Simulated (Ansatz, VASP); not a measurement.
**TiO2: VASP beside Ansatz**

```
Ti O
1.0
     4.59400    0.00000    0.00000
     0.00000    4.59400    0.00000
     0.00000    0.00000    2.95900
Ti O
2 4
Direct
  0.00000 0.00000 0.00000
  0.50000 0.50000 0.50000
  0.30600 0.30600 0.00000
  0.19400 0.80600 0.50000
  0.69400 0.69400 0.00000
  0.80600 0.19400 0.50000
```

Alike in both runs: task electric field gradients; functional LDA; k mesh 7 × 7 × 10; occupations fermi-dirac, width 0.05 eV; no spin polarisation.

|  | VASP | Ansatz |
| --- | --- | --- |
| version | VASP 6.6.1 | Ansatz 0.2.0 |
| potentials or method | VASP PAW LDA potentials, release 64 (Ti_sv, O), cutoff 520 eV | all-electron PAW with datasets made for the crystal, scalar-relativistic |

Ansatz gave:

| Property | Result |
| --- | --- |
| gap on the k mesh at the Fermi level (eV) | 1.85 |
| pressure (GPa) | -7.7 |
| traceless stress, the component that is largest in VASP (GPa) | -2.13 |
| rms of the force components (eV/Å) | 0.046 |
| size of Vzz on the site where it differs most (V/Å²) | 24.0 |

**Question.** Estimate VASP's values.

**Answer.** gap on the k mesh at the Fermi level (eV): 1.82; pressure (GPa): -6.7; traceless stress, the component that is largest in VASP (GPa): -1.85; rms of the force components (eV/Å): 0.062; size of Vzz on the site where it differs most (V/Å²): 25.4.

LDA's correlation is that of Perdew and Zunger in VASP and of Perdew and Wang (1992) in Ansatz. Atom by atom the forces differ by 0.016 eV/Å (rms over components). Ansatz ran all-electron here, and VASP with PAW potentials.
